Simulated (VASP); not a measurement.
Sc:

```xyz
3
Lattice="5.2084 0.0000 0.0000 -2.6042 4.5106 0.0000 0.0000 0.0000 3.1927" Properties=species:S:1:pos:R:3 pbc="T T T"
Sc    0.0000    0.0000    0.0000
Sc    0.0000    3.0071    1.5964
Sc    2.6042    1.5035    1.5964
```

* Program: VASP 6.6.1
* Task: relaxation of cell and atoms
* Functional: BLYP
* Potentials or basis: VASP PAW PBE potentials, release 64 (Sc_sv)
* Cutoff: 600 eV
* k mesh: 7 × 7 × 10
* Occupations: fermi-dirac, width 0.1 eV
* Spin: no spin polarisation

At the start: pressure -0.2 GPa; volume 25.00 Å³/atom.

**Question.** How do energy, volume and symmetry change on relaxing?

**Answer.** Over 5 steps the energy falls by 2.2 meV/atom and the volume is 24.93 Å³/atom (-0.3 %); space group P6/mmm (No. 191, to 0.05 Å).

Step by step:
| step | energy change (eV) | largest force (eV/Å) | pressure (GPa) | volume (Å³) |
| --- | --- | --- | --- | --- |
| 1 | 0.0000 | 0.0000 | -0.18 | 75.01 |
| 2 | -0.0051 | 0.0000 | 0.03 | 74.69 |
| 3 | -0.0063 | 0.0000 | 0.20 | 74.45 |
| 4 | -0.0063 | 0.0000 | 0.19 | 74.46 |
| 5 | -0.0065 | 0.0000 | -0.04 | 74.80 |

Final structure:
```
Sc
1.0
     5.16239    0.00000    0.00000
    -2.58120    4.47076    0.00000
     0.00000    0.00000    3.24086
Sc
3
Direct
  0.00000 0.00000 0.00000
  0.33333 0.66667 0.50000
  0.66667 0.33333 0.50000
```

Caveat: the PAW data sets were made with another functional, which shifts forces and pressure a little.
